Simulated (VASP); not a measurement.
# NaH (Fm-3m) in VASP: single point with r2SCAN

Aim: the single point of NaH with r2SCAN.

Program: VASP 6.6.1. These are calculated values, not measurements. Logs are shortened: lines on timing, memory, paths and dates and some standing lists are left out, and cuts for length are marked.

### 1 The cell of the first run

Symmetry: Fm-3m, No. 225, cubic system. Conventional cell: a = 4.795 Å, b = 4.795 Å, c = 4.795 Å, α = 90.00°, β = 90.00°, γ = 90.00°. Within 3.2 Å of Na (site symmetry m-3m) lie 6 H at 2.40 Å. H (site symmetry m-3m) has 6 Na at 2.40 Å within 3.2 Å.

### 2 Single point, r2SCAN

Contents of POSCAR:

```
NaH
1.0
    0.0000000000      2.3975122917      2.3975122917
    2.3975122917      0.0000000000      2.3975122917
    2.3975122917      2.3975122917      0.0000000000
Na H
1 1
Direct
    0.0000000000      0.0000000000      0.0000000000
    0.5000000000      0.5000000000      0.5000000000
```

Contents of INCAR.step1:

```
  ALGO = Normal
  EDIFF = 1E-4
  ENCUT = 520
  GGA = PE
  ISMEAR = 0
  LASPH = T
  LCHARG = F
  LREAL = F
  LWAVE = T
  NBANDS = 11
  NELM = 100
  PREC = Accurate
  SIGMA = 0.01
```

Contents of INCAR.step2:

```
  ALGO = Normal
  EDIFF = 1E-7
  ENCUT = 520
  ISIF = 2
  ISMEAR = 0
  ISTART = 1
  LASPH = T
  LCHARG = F
  LMIXTAU = T
  LREAL = F
  LWAVE = F
  METAGGA = R2SCAN
  NBANDS = 11
  NELM = 100
  PREC = Accurate
  SIGMA = 0.01
```

Contents of KPOINTS:

```
k-points
0
Gamma
  6 6 6
```

Potentials or basis: VASP PAW PBE potentials, release 64 (Na_pv, H).

The run is started by

```bash
cat potpaw_PBE.64/Na_pv/POTCAR potpaw_PBE.64/H/POTCAR > POTCAR
cp INCAR.step1 INCAR
mpirun -np 1 vasp_std > vasp.out
cp INCAR.step2 INCAR
mpirun -np 1 vasp_std > vasp.out
```

OUTCAR:

```text
EDIFF = 1E-7
   ENCUT = 520
   ISIF = 2
   ISMEAR = 0
   ISTART = 1
   LASPH = T
   LREAL = F
   METAGGA = R2SCAN
   NELM = 100
   PREC = Accurate

 ion  position               nearest neighbor table
   1  0.000  0.000  0.000-
   2  0.500  0.500  0.500-

  LATTYP: Found a face centered cubic cell.
 ALAT       =     4.7950245834

  Lattice vectors:

 A1 = (   0.0000000000,   2.3975122917,   2.3975122917)
 A2 = (   2.3975122917,   0.0000000000,   2.3975122917)
 A3 = (   2.3975122917,   2.3975122917,   0.0000000000)

Analysis of symmetry for initial positions (statically):
=====================================================================
 Subroutine PRICEL returns:
 Original cell was already a primitive cell.

 Routine SETGRP: Setting up the symmetry group for a
 face centered cubic supercell.

 Subroutine GETGRP returns: Found 48 space group operations
 (whereof 48 operations were pure point group operations)
 out of a pool of 48 trial point group operations.

The static configuration has the point symmetry O_h .

Analysis of symmetry for dynamics (positions and initial velocities):
=====================================================================
 Subroutine PRICEL returns:
 Original cell was already a primitive cell.

 Routine SETGRP: Setting up the symmetry group for a
 face centered cubic supercell.

 Subroutine GETGRP returns: Found 48 space group operations
 (whereof 48 operations were pure point group operations)
 out of a pool of 48 trial point group operations.

The dynamic configuration has the point symmetry O_h .

 Subroutine INISYM returns: Found 48 space group operations
 (whereof 48 operations are pure point group operations),
 and found     1 'primitive' translations

----------------------------------------------------------------------------------------

                                     Primitive cell

  volume of cell :      27.5621

  direct lattice vectors                    reciprocal lattice vectors
     0.000000000  2.397512292  2.397512292    -0.208549504  0.208549504  0.208549504
     2.397512292  0.000000000  2.397512292     0.208549504 -0.208549504  0.208549504
     2.397512292  2.397512292  0.000000000     0.208549504  0.208549504 -0.208549504

  length of vectors
     3.390594399  3.390594399  3.390594399     0.361218337  0.361218337  0.361218337

  position of ions in fractional coordinates (direct lattice)
     0.000000000  0.000000000  0.000000000
     0.500000000  0.500000000  0.500000000

  ion indices of the primitive-cell ions
   primitive index   ion index
                 1           1
                 2           2

----------------------------------------------------------------------------------------

 KPOINTS: k-points

Automatic generation of k-mesh.
 Grid dimensions read from file:
 generate k-points for:    6    6    6

 Generating k-lattice:

  Cartesian coordinates                     Fractional coordinates (reciprocal lattice)
    -0.034758251  0.034758251  0.034758251     0.166666667  0.000000000  0.000000000
     0.034758251 -0.034758251  0.034758251     0.000000000  0.166666667  0.000000000
     0.034758251  0.034758251 -0.034758251     0.000000000  0.000000000  0.166666667

  Length of vectors
     0.060203056  0.060203056  0.060203056

  Shift w.r.t. Gamma in fractional coordinates (k-lattice)
     0.000000000  0.000000000  0.000000000

 Subroutine IBZKPT returns following result:
 ===========================================

 Found     16 irreducible k-points:

 Following reciprocal coordinates:
            Coordinates               Weight
  0.000000  0.000000  0.000000      1.000000
  0.166667  0.000000  0.000000      8.000000
  0.333333  0.000000  0.000000      8.000000
  0.500000  0.000000  0.000000      4.000000
  0.166667  0.166667  0.000000      6.000000
  0.333333  0.166667  0.000000     24.000000
[... 8 lines left out ...]
 -0.333333  0.333333  0.166667     24.000000
 -0.333333  0.500000  0.166667     12.000000
   k-points           NKPTS =     16   k-points in BZ     NKDIM =     16   number of bands    NBANDS=     11
   number of dos      NEDOS =    301   number of ions     NIONS =      2
   total plane-waves  NPLWV =  21952
   dimension x,y,z NGX =    28 NGY =   28 NGZ =   28
   dimension x,y,z NGXF=    56 NGYF=   56 NGZF=   56
   ions per type =               1   1
   NGX,Y,Z   is equivalent  to a cutoff of  13.73, 13.73, 13.73 a.u.
   NGXF,Y,Z  is equivalent  to a cutoff of  27.46, 27.46, 27.46 a.u.
 SYSTEM =  unknown system
   PREC   = accura    normal or accurate (medium, high low for compatibility)
   ISTART =      1    job   : 0-new  1-cont  2-samecut
   ICHARG =      0    charge: 1-file 2-atom 10-const
   ISPIN  =      1    spin polarized calculation?
   LNONCOLLINEAR =      F non collinear calculations
   LSORBIT =      F    spin-orbit coupling
   LASPH  =      T    aspherical Exc in radial PAW
   ENCUT  =  520.0 eV  38.22 Ry    6.18 a.u.   6.30  6.30  6.30*2*pi/ulx,y,z
   NELM   =    100;   NELMIN=  2; NELMDL=  0     # of ELM steps
   EDIFF  = 0.1E-06   stopping-criterion for ELM
   LREAL  =      F    real-space projection
   EDIFFG = 0.1E-05   stopping-criterion for IOM
   NSW    =      0    number of steps for IOM
   IBRION =     -1    ionic relax: 0-MD 1-quasi-New 2-CG
   NFREE  =      0    steps in history (QN), initial steepest desc. (CG)
   ISIF   =      2    stress and relaxation
   ISYM   =      2    0-nonsym 1-usesym 2-fastsym
   POTIM  = 0.5000    time-step for ionic-motion
   TEBEG  =    0.0;   TEEND  =   0.0 temperature during run
   PSTRESS=    0.0 pullay stress
   NELECT =       8.0000    total number of electrons
   NUPDOWN=      -1.0000    fix difference up-down
   EMIN   =  10.00;   EMAX   =-10.00  energy-range for DOS
   EFERMI =   0.00;   METHOD = LEGACY
   ISMEAR =     0;   SIGMA  =   0.01  broadening in eV -4-tet -1-fermi 0-gaus
   EFERMI_NEDOS =   21; number of points for ismear=-14 and -15
   IALGO  =     38    algorithm
   IMIX   =      4    mixing-type and parameters
     AMIX     =   0.40;   BMIX     =  1.00
     AMIX_MAG =   1.60;   BMIX_MAG =  1.00
  volume/ion in A,a.u.               =      13.78        93.00
  Fermi-wavevector in a.u.,A,eV,Ry     =   1.083929  2.048328 15.985500  1.174901
  Thomas-Fermi vector in A             =   2.220006
   LORBIT       =      0    0 simple, 1 ext, 2 COOP (PROOUT), +10 PAW based schemes
   METAGGA = R2SCAN    functional components
   LHFCALC =     F    Hartree Fock is set to
   AEXX    =    0.0000 exact exchange contribution
   IVDW    =     0    specifies the selected vdW correction
   LEPSILON=     F    determine dielectric tensor
   LRPA    =     F    only Hartree local field effects (RPA)
 non-spin polarized calculation
 Gauss-broadening in eV      SIGMA  =   0.01
  energy-cutoff  :      520.00
  volume of cell :       27.56
 maximum number of plane-waves:       754
 NGX is ok and might be reduce to    28
   NGX = 13   NGY = 13   NGZ = 13

 number of electron       7.9999992 magnetization

 Free energy of the ion-electron system (eV)
  ---------------------------------------------------
  ext. energy  EPLUGINS =         0.00000000
  ---------------------------------------------------
  free energy    TOTEN  =        -7.60248860 eV

  energy without entropy =       -7.60248860  energy(sigma->0) =       -7.60248860

 E-fermi :  -1.3287     XC(G=0):  -8.2242

 val. band max:       -1.4266375344   @ k =  -0.3333   0.5000   0.1667
 cond. band min:       3.0291523257   @ k =   0.5000   0.0000   0.0000
 fundamental gap:      4.4557898601
 Fermi energy:        -1.3286575817

 k-point     1 :       0.0000    0.0000    0.0000
  band No.  band energies     occupation
      1     -24.2390      2.00000
      2     -24.2386      2.00000
      3     -24.2386      2.00000
      4      -4.9973      2.00000
      5      10.2745      0.00000
      6      15.1470      0.00000
      7      15.1470      0.00000
      8      15.1470      0.00000
      9      16.1301      0.00000
     10      16.1301      0.00000
     11      16.1301      0.00000

 k-point     2 :       0.1667    0.0000    0.0000
  band No.  band energies     occupation
      1     -24.2630      2.00000
      2     -24.2417      2.00000
      3     -24.2414      2.00000
      4      -4.5131      2.00000
      5       8.4414      0.00000
      6      11.9649      0.00000
      7      13.9968      0.00000
      8      13.9970      0.00000
      9      17.2740      0.00000
     10      17.2744      0.00000
     11      17.9042      0.00000

 k-point     3 :       0.3333    0.0000    0.0000
  band No.  band energies     occupation
      1     -24.3110      2.00000
      2     -24.2473      2.00000
      3     -24.2470      2.00000
      4      -3.2342      2.00000
      5       4.8974      0.00000
      6      10.7675      0.00000
      7      13.0211      0.00000
      8      13.0215      0.00000
      9      16.8493      0.00000
     10      16.8501      0.00000
     11      19.2104      0.00000

 k-point     4 :       0.5000    0.0000    0.0000
  band No.  band energies     occupation
      1     -24.3347      2.00000
      2     -24.2500      2.00000
      3     -24.2498      2.00000
      4      -2.2259      2.00000
      5       3.0292      0.00000
      6      10.4749      0.00000
      7      12.6774      0.00000
      8      12.6779      0.00000
      9      16.4667      0.00000
     10      16.4676      0.00000
     11      19.0134      0.00000

 k-point     5 :       0.1667    0.1667    0.0000
  band No.  band energies     occupation
      1     -24.2620      2.00000
      2     -24.2469      2.00000
      3     -24.2467      2.00000
      4      -4.3590      2.00000
      5       8.4018      0.00000
      6      12.3277      0.00000
      7      12.4999      0.00000
      8      12.5000      0.00000
      9      16.2643      0.00000
     10      18.7889      0.00000
     11      20.1803      0.00000
[... 99 lines left out ...]
 k-point    13 :       0.5000    0.5000    0.0000
  band No.  band energies     occupation
      1     -24.3231      2.00000
      2     -24.2711      2.00000
      3     -24.2709      2.00000
      4      -1.5551      2.00000
      5       3.8583      0.00000
      6       9.4141      0.00000
      7      10.1552      0.00000
      8      10.1553      0.00000
      9      11.9178      0.00000
     10      23.8672      0.00000
     11      25.5158      0.00000

 k-point    14 :       0.5000    0.3333    0.1667
  band No.  band energies     occupation
      1     -24.3081      2.00000
      2     -24.2746      2.00000
      3     -24.2579      2.00000
      4      -2.3369      2.00000
      5       5.0790      0.00000
      6       7.0888      0.00000
      7      10.2370      0.00000
      8      15.2248      0.00000
      9      15.4893      0.00000
     10      17.7548      0.00000
     11      21.9000      0.00000

 k-point    15 :      -0.3333    0.3333    0.1667
  band No.  band energies     occupation
      1     -24.3104      2.00000
      2     -24.2854      2.00000
      3     -24.2634      2.00000
      4      -1.6344      2.00000
      5       4.3987      0.00000
      6       6.1779      0.00000
      7       9.4091      0.00000
      8      15.4380      0.00000
      9      16.3975      0.00000
     10      18.9821      0.00000
     11      20.9776      0.00000

 k-point    16 :      -0.3333    0.5000    0.1667
  band No.  band energies     occupation
      1     -24.3100      2.00000
      2     -24.2840      2.00000
      3     -24.2727      2.00000
      4      -1.4266      2.00000
      5       4.4954      0.00000
      6       6.4357      0.00000
      7       8.3319      0.00000
      8      14.5805      0.00000
      9      15.1529      0.00000
     10      20.7802      0.00000
     11      20.8051      0.00000

------------------------ aborting loop because EDIFF is reached ----------------------------------------

  FORCE on cell =-STRESS in cart. coord.  units (eV):
  Direction    XX          YY          ZZ          XY          YZ          ZX
  --------------------------------------------------------------------------------------
  -------------------------------------------------------------------------------------
  Total       -0.0522941     -0.0522941     -0.0522941      0.0000000     -0.0000000     -0.0000000
  in kB       -3.0398400     -3.0398400     -3.0398400      0.0000000     -0.0000000     -0.0000000
  external PRESSURE =      -3.0398400 kB  Pullay stress =       0.0000000 kB

 VOLUME and BASIS-vectors are now :
 -----------------------------------------------------------------------------
  energy-cutoff  :      520.00
  volume of cell :       27.56
      direct lattice vectors                 reciprocal lattice vectors
     0.000000000  2.397512292  2.397512292    -0.208549504  0.208549504  0.208549504
     2.397512292  0.000000000  2.397512292     0.208549504 -0.208549504  0.208549504
     2.397512292  2.397512292  0.000000000     0.208549504  0.208549504 -0.208549504

 POSITION                                       TOTAL-FORCE (eV/Angst)
 -----------------------------------------------------------------------------------
      0.00000      0.00000      0.00000         0.000000      0.000000      0.000000
      2.39751      2.39751      2.39751         0.000000      0.000000     -0.000000
 -----------------------------------------------------------------------------------
    total drift:                               -0.000000     -0.000000     -0.000000

  FREE ENERGIE OF THE ION-ELECTRON SYSTEM (eV)
  ---------------------------------------------------
  free  energy   TOTEN  =        -7.6024886017 eV

  energy  without entropy=       -7.6024886017  energy(sigma->0) =       -7.60248860
```

Run time: 42 s. Hardware: 1 thread of Intel Xeon 8259CL, shared host; peak memory 0.16 GiB.

What came out:

- Free energy: -7.6025 eV
- Pressure: -0.3 GPa
- Band gap on the k mesh: 4.46 eV, indirect (least direct gap 5.26 eV)

Caveat: the PAW data sets were made with another functional, which shifts forces and pressure a little. r2SCAN opens gaps a little over a GGA but as a rule still falls short of measured ones.
